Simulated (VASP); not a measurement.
Set up this calculation in VASP 6.6.1, as the native input.

| Property | Result |
| --- | --- |
| Task | single point |
| Functional | PBE |
| Potentials or basis | VASP PAW PBE potentials, release 64 (Ta_pv, N) |
| Cutoff | 520 eV |
| k mesh | 6 × 6 × 6 |
| Occupations | fermi-dirac, width 0.05 eV |
| Spin | no spin polarisation |
| Dipole correction | no |
| Further INCAR settings | LREAL = Auto; ALGO = Normal; EDIFF = 1e-06; NBANDS = 78 |

The structure of TaN lies in POSCAR:

```
TaN
1.0
    0.0000000000      4.4226460000      4.4226460000
    4.4226460000      0.0000000000      4.4226460000
    4.4226460000      4.4226460000      0.0000000000
Ta N
8 8
Direct
    0.2500000000      0.2500000000      0.2500000000
    0.2500000000      0.2500000000      0.7500000000
    0.2500000000      0.7500000000      0.2500000000
    0.2500000000      0.7500000000      0.7500000000
    0.7500000000      0.2500000000      0.2500000000
    0.7500000000      0.2500000000      0.7500000000
    0.7500000000      0.7500000000      0.2500000000
    0.7500000000      0.7500000000      0.7500000000
    0.0000000000      0.0000000000      0.0000000000
    0.0000000000      0.0000000000      0.5000000000
    0.0000000000      0.5000000000      0.0000000000
    0.0000000000      0.5000000000      0.5000000000
    0.5000000000      0.0000000000      0.0000000000
    0.5000000000      0.0000000000      0.5000000000
    0.5000000000      0.5000000000      0.0000000000
    0.5000000000      0.5000000000      0.5000000000
```

These files were run (other wordings do the same):

INCAR

```
ALGO = Normal
EDIFF = 1E-6
ENCUT = 520
GGA = PE
ISIF = 2
ISMEAR = -1
LASPH = T
LCHARG = T
LELF = T
LREAL = Auto
LVHAR = T
LWAVE = F
NBANDS = 78
NELM = 80
PREC = Accurate
SIGMA = 0.05
```

KPOINTS

```
k-points
0
Gamma
  6 6 6
```

Potentials or basis: VASP PAW PBE potentials, release 64 (Ta_pv, N).

Command:

```console
$ cat potpaw_PBE.64/Ta_pv/POTCAR potpaw_PBE.64/N/POTCAR > POTCAR
$ mpirun -np 1 vasp_std > vasp.out
```

It gave:

```yaml
Pressure: -0.4 GPa
Band_gap_on_the_k_mesh: zero (bands 64 and 65 overlap by 1.46 eV)
```

Caveat: spin-orbit coupling is left out, which moves the levels of the heavy elements.

It took 14 min on 1 thread of AMD EPYC 7R13, on a shared host, peak memory 0.38 GiB.
